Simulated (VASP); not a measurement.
# Si3N4 (P6_3/m) in VASP: a series of runs

Runs on Si3N4. Level: PBE. Tasks: single point.

Everything below comes from runs of VASP 6.6.1. Logs are shortened: lines on timing, memory, paths and dates and some standing lists are left out, and cuts for length are marked.

**1. The cell of the first run**

It takes space group P6_3/m (No. 176, hexagonal). The conventional cell has a = 7.604 Å, b = 7.604 Å, c = 2.906 Å, α = 90.00°, β = 90.00°, γ = 120.00°. Si (site symmetry m) has 4 N at 1.73 to 1.74 Å within 2.3 Å. Within 2.3 Å of N (site symmetry m) lie 3 Si at 1.74 Å. N (site symmetry -6) has 3 Si at 1.73 Å within 2.3 Å.

**2. Single point, PBE**

File INCAR:

```
PREC = Accurate ; ENCUT = 520
EDIFF = 1E-7 ; ISMEAR = -1
SIGMA = 0.02 ; LREAL = False
LASPH = True ; NELM = 100
ALGO = Normal ; ISIF = 2
LWAVE = False ; LCHARG = False
GGA = PE ; NBANDS = 45
```

File KPOINTS:

```
Automatic mesh
0
Gamma
  4 4 8
```

File POSCAR:

```
Si3N4
1.0
    7.6044000000      0.0000000000      0.0000000000
   -3.8022000000      6.5856035805      0.0000000000
    0.0000000000      0.0000000000      2.9063000000
Si N
6 8
Direct
    0.7679803944      0.1740944011      0.2500000000
    0.5938859933      0.7679803944      0.7500000000
    0.8259055989      0.5938859933      0.2500000000
    0.2320196056      0.8259055989      0.7500000000
    0.4061140067      0.2320196056      0.2500000000
    0.1740944011      0.4061140067      0.7500000000
    0.0299701689      0.3298826629      0.2500000000
    0.7000875060      0.0299701689      0.7500000000
    0.6701173371      0.7000875060      0.2500000000
    0.9700298311      0.6701173371      0.7500000000
    0.2999124940      0.9700298311      0.2500000000
    0.3298826629      0.2999124940      0.7500000000
    0.6666666667      0.3333333333      0.2500000000
    0.3333333333      0.6666666667      0.7500000000
```

Potentials or basis: VASP PAW PBE potentials, release 64 (Si, N).

Launch:

```bash
cat potpaw_PBE.64/Si/POTCAR potpaw_PBE.64/N/POTCAR > POTCAR
mpirun -np 1 vasp_std > vasp.out
```

OUTCAR:

```text
PREC = Accurate
   ENCUT = 520
   EDIFF = 1E-7
   ISMEAR = -1
   LREAL = False
   LASPH = True
   NELM = 100
   ISIF = 2
   GGA = PE

 ion  position               nearest neighbor table
   1  0.768  0.174  0.250-  13 1.73   7 1.74   8 1.74   8 1.74   3 3.00   5 3.00   2 3.05   2 3.05
                             6 3.05   6 3.05
   2  0.594  0.768  0.750-  14 1.73   8 1.74   9 1.74   9 1.74   6 3.00   4 3.00   1 3.05   1 3.05
                             3 3.05   3 3.05
   3  0.826  0.594  0.250-  13 1.73   9 1.74  10 1.74  10 1.74   1 3.00   5 3.00   4 3.05   4 3.05
                             2 3.05   2 3.05
   4  0.232  0.826  0.750-  14 1.73  10 1.74  11 1.74  11 1.74   6 3.00   2 3.00   5 3.05   5 3.05
                             3 3.05   3 3.05
   5  0.406  0.232  0.250-  13 1.73  11 1.74  12 1.74  12 1.74   3 3.00   1 3.00   4 3.05   4 3.05
                             6 3.05   6 3.05
   6  0.174  0.406  0.750-  14 1.73  12 1.74   7 1.74   7 1.74   4 3.00   2 3.00   1 3.05   1 3.05
                             5 3.05   5 3.05
   7  0.030  0.330  0.250-   1 1.74   6 1.74   6 1.74
   8  0.700  0.030  0.750-   2 1.74   1 1.74   1 1.74
   9  0.670  0.700  0.250-   3 1.74   2 1.74   2 1.74
  10  0.970  0.670  0.750-   4 1.74   3 1.74   3 1.74
  11  0.300  0.970  0.250-   5 1.74   4 1.74   4 1.74
  12  0.330  0.300  0.750-   6 1.74   5 1.74   5 1.74
  13  0.667  0.333  0.250-   1 1.73   3 1.73   5 1.73
  14  0.333  0.667  0.750-   4 1.73   6 1.73   2 1.73

  LATTYP: Found a hexagonal cell.
 ALAT       =     7.6044000000
 C/A-ratio  =     0.3821866288

  Lattice vectors:

 A1 = (   7.6044000000,   0.0000000000,   0.0000000000)
 A2 = (  -3.8022000000,   6.5856035805,   0.0000000000)
 A3 = (   0.0000000000,   0.0000000000,   2.9063000000)

Analysis of symmetry for initial positions (statically):
=====================================================================
 Subroutine PRICEL returns:
 Original cell was already a primitive cell.

 Routine SETGRP: Setting up the symmetry group for a
 hexagonal supercell.

 Subroutine GETGRP returns: Found 12 space group operations
 (whereof  6 operations were pure point group operations)
 out of a pool of 24 trial point group operations.

The static configuration has the point symmetry S_6 .
 The point group associated with its full space group is C_6h.

Analysis of symmetry for dynamics (positions and initial velocities):
=====================================================================
 Subroutine PRICEL returns:
 Original cell was already a primitive cell.

 Routine SETGRP: Setting up the symmetry group for a
 hexagonal supercell.

 Subroutine GETGRP returns: Found 12 space group operations
 (whereof  6 operations were pure point group operations)
 out of a pool of 24 trial point group operations.

The dynamic configuration has the point symmetry S_6 .
 The point group associated with its full space group is C_6h.

 Subroutine INISYM returns: Found 12 space group operations
 (whereof  6 operations are pure point group operations),
 and found     1 'primitive' translations

----------------------------------------------------------------------------------------

                                     Primitive cell

  volume of cell :     145.5462

  direct lattice vectors                    reciprocal lattice vectors
     7.604400000  0.000000000  0.000000000     0.131502814  0.075923185  0.000000000
    -3.802200000  6.585603580  0.000000000     0.000000000  0.151846370  0.000000000
     0.000000000  0.000000000  2.906300000     0.000000000  0.000000000  0.344080102

  length of vectors
     7.604400000  7.604400000  2.906300000     0.151846370  0.151846370  0.344080102

  position of ions in fractional coordinates (direct lattice)
     0.767980394  0.174094401  0.250000000
     0.593885993  0.767980394  0.750000000
     0.825905599  0.593885993  0.250000000
     0.232019606  0.825905599  0.750000000
     0.406114007  0.232019606  0.250000000
     0.174094401  0.406114007  0.750000000
     0.029970169  0.329882663  0.250000000
     0.700087506  0.029970169  0.750000000
     0.670117337  0.700087506  0.250000000
     0.970029831  0.670117337  0.750000000
     0.299912494  0.970029831  0.250000000
     0.329882663  0.299912494  0.750000000
     0.666666667  0.333333333  0.250000000
     0.333333333  0.666666667  0.750000000

  ion indices of the primitive-cell ions
[... 29 lines left out ...]
     0.000000000  0.000000000  0.043010013     0.000000000  0.000000000  0.125000000

  Length of vectors
     0.037961593  0.037961593  0.043010013

  Shift w.r.t. Gamma in fractional coordinates (k-lattice)
     0.000000000  0.000000000  0.000000000

 Subroutine IBZKPT returns following result:
 ===========================================

 Found     20 irreducible k-points:

 Following reciprocal coordinates:
            Coordinates               Weight
  0.000000  0.000000  0.000000      1.000000
  0.250000  0.000000  0.000000      6.000000
  0.500000  0.000000  0.000000      3.000000
  0.250000  0.250000  0.000000      6.000000
  0.000000  0.000000  0.125000      2.000000
  0.250000  0.000000  0.125000     12.000000
[... 12 lines left out ...]
  0.500000  0.000000  0.500000      3.000000
  0.250000  0.250000  0.500000      6.000000
   k-points           NKPTS =     20   k-points in BZ     NKDIM =     20   number of bands    NBANDS=     45
   number of dos      NEDOS =    301   number of ions     NIONS =     14
   total plane-waves  NPLWV =  86400
   dimension x,y,z NGX =    60 NGY =   60 NGZ =   24
   dimension x,y,z NGXF=   120 NGYF=  120 NGZF=   48
   ions per type =               6   8
   NGX,Y,Z   is equivalent  to a cutoff of  13.12, 13.12, 13.73 a.u.
   NGXF,Y,Z  is equivalent  to a cutoff of  26.23, 26.23, 27.46 a.u.
 SYSTEM =  unknown system
   PREC   = accura    normal or accurate (medium, high low for compatibility)
   ISTART =      0    job   : 0-new  1-cont  2-samecut
   ICHARG =      2    charge: 1-file 2-atom 10-const
   ISPIN  =      1    spin polarized calculation?
   LNONCOLLINEAR =      F non collinear calculations
   LSORBIT =      F    spin-orbit coupling
   LASPH  =      T    aspherical Exc in radial PAW
   ENCUT  =  520.0 eV  38.22 Ry    6.18 a.u.  14.14 14.14  5.40*2*pi/ulx,y,z
   NELM   =    100;   NELMIN=  2; NELMDL= -5     # of ELM steps
   EDIFF  = 0.1E-06   stopping-criterion for ELM
   LREAL  =      F    real-space projection
   EDIFFG = 0.1E-05   stopping-criterion for IOM
   NSW    =      0    number of steps for IOM
   IBRION =     -1    ionic relax: 0-MD 1-quasi-New 2-CG
   NFREE  =      0    steps in history (QN), initial steepest desc. (CG)
   ISIF   =      2    stress and relaxation
   ISYM   =      2    0-nonsym 1-usesym 2-fastsym
   POTIM  = 0.5000    time-step for ionic-motion
   TEBEG  =    0.0;   TEEND  =   0.0 temperature during run
   PSTRESS=    0.0 pullay stress
   NELECT =      64.0000    total number of electrons
   NUPDOWN=      -1.0000    fix difference up-down
   EMIN   =  10.00;   EMAX   =-10.00  energy-range for DOS
   EFERMI =   0.00;   METHOD = LEGACY
   ISMEAR =    -1;   SIGMA  =   0.02  broadening in eV -4-tet -1-fermi 0-gaus
   EFERMI_NEDOS =   21; number of points for ismear=-14 and -15
   IALGO  =     38    algorithm
   IMIX   =      4    mixing-type and parameters
     AMIX     =   0.40;   BMIX     =  1.00
     AMIX_MAG =   1.60;   BMIX_MAG =  1.00
  volume/ion in A,a.u.               =      10.40        70.16
  Fermi-wavevector in a.u.,A,eV,Ry     =   1.244900  2.352520 21.085986  1.549776
  Thomas-Fermi vector in A             =   2.379146
   LORBIT       =      0    0 simple, 1 ext, 2 COOP (PROOUT), +10 PAW based schemes
   GGA     = PE    functional components
   LHFCALC =     F    Hartree Fock is set to
   AEXX    =    0.0000 exact exchange contribution
   IVDW    =     0    specifies the selected vdW correction
   LEPSILON=     F    determine dielectric tensor
   LRPA    =     F    only Hartree local field effects (RPA)
 non-spin polarized calculation
  energy-cutoff  :      520.00
  volume of cell :      145.55
 maximum number of plane-waves:      3965
 NGX is ok and might be reduce to    60
   NGX = 29   NGY = 29   NGZ = 11

 number of electron      63.9999992 magnetization

 Free energy of the ion-electron system (eV)
  ---------------------------------------------------
  ext. energy  EPLUGINS =         0.00000000
  ---------------------------------------------------
  free energy    TOTEN  =      -114.49227856 eV

  energy without entropy =     -114.49227856  energy(sigma->0) =     -114.49227856

 E-fermi :   7.2241     XC(G=0): -10.8087

 val. band max:        6.7611211897   @ k =   0.0000   0.0000   0.1250
 cond. band min:      11.0956681471   @ k =   0.0000   0.0000   0.0000
 fundamental gap:      4.3345469574
 Fermi energy:         7.2241238606

 k-point     1 :       0.0000    0.0000    0.0000
  band No.  band energies     occupation
      1     -11.4558      2.00000
      2      -9.9940      2.00000
      3      -9.9940      2.00000
      4      -9.3487      2.00000
      5      -9.2225      2.00000
      6      -9.2225      2.00000
[... 929 lines left out ...]
     43      14.4078      0.00000
     44      14.4078      0.00000
 [bands above 44 left out]

------------------------ aborting loop because EDIFF is reached ----------------------------------------

  FORCE on cell =-STRESS in cart. coord.  units (eV):
  Direction    XX          YY          ZZ          XY          YZ          ZX
  --------------------------------------------------------------------------------------
  -------------------------------------------------------------------------------------
  Total        4.7486888      4.7486888      4.7324570     -0.0000000      0.0000000      0.0000000
  in kB       52.2737080     52.2737080     52.0950280     -0.0000004      0.0000000      0.0000000
  external PRESSURE =      52.2141480 kB  Pullay stress =       0.0000000 kB

 VOLUME and BASIS-vectors are now :
 -----------------------------------------------------------------------------
  energy-cutoff  :      520.00
  volume of cell :      145.55
      direct lattice vectors                 reciprocal lattice vectors
     7.604400000  0.000000000  0.000000000     0.131502814  0.075923185  0.000000000
    -3.802200000  6.585603580  0.000000000     0.000000000  0.151846370  0.000000000
     0.000000000  0.000000000  2.906300000     0.000000000  0.000000000  0.344080102

 POSITION                                       TOTAL-FORCE (eV/Angst)
 -----------------------------------------------------------------------------------
      5.17809      1.14652      0.72657        -0.011838      0.000592      0.000000
      1.59613      5.05761      2.17972        -0.006432     -0.009956     -0.000000
      4.02244      3.91110      0.72657         0.005406     -0.010548      0.000000
     -1.37589      5.43909      2.17972         0.011838     -0.000592      0.000000
      2.20607      1.52799      0.72657         0.006432      0.009956      0.000000
     -0.22024      2.67451      2.17972        -0.005406      0.010548      0.000000
     -1.02637      2.17248      0.72657        -0.004806     -0.013987      0.000000
      5.20979      0.19737      2.17972         0.009710     -0.011156     -0.000000
      2.43397      4.61050      0.72657         0.014516      0.002831     -0.000000
      4.82857      4.41313      2.17972         0.004806      0.013987      0.000000
     -1.40759      6.38823      0.72657        -0.009710      0.011156     -0.000000
      1.36823      1.97510      2.17972        -0.014516     -0.002831      0.000000
      3.80220      2.19520      0.72657         0.000000     -0.000000      0.000000
     -0.00000      4.39040      2.17972         0.000000     -0.000000     -0.000000
 -----------------------------------------------------------------------------------
    total drift:                               -0.000000      0.000000     -0.000000

  FREE ENERGIE OF THE ION-ELECTRON SYSTEM (eV)
  ---------------------------------------------------
  free  energy   TOTEN  =      -114.4922785564 eV

  energy  without entropy=     -114.4922785564  energy(sigma->0) =     -114.49227856
```

Wall time 4.1 min (1 thread of Intel Xeon 8259CL, shared host); peak memory 0.31 GiB.

What came out:

* Free energy: -114.4923 eV
* Pressure: 5.2 GPa
* Largest force: 0.015 eV/Å
* Band gap on the k mesh: 4.33 eV (least direct gap 4.52 eV)

Forces on the atoms (eV/Å):
```
Si  -0.012  0.001  0.000
Si  -0.006 -0.010  0.000
Si   0.005 -0.011  0.000
Si   0.012 -0.001  0.000
Si   0.006  0.010  0.000
Si  -0.005  0.011  0.000
N   -0.005 -0.014  0.000
N    0.010 -0.011  0.000
N    0.015  0.003  0.000
N    0.005  0.014  0.000
N   -0.010  0.011  0.000
N   -0.015 -0.003  0.000
N    0.000  0.000  0.000
N    0.000  0.000  0.000
```

Caveat: the cell stands under pressure. A k mesh can miss the band edges.

[end of part 1 of 2]
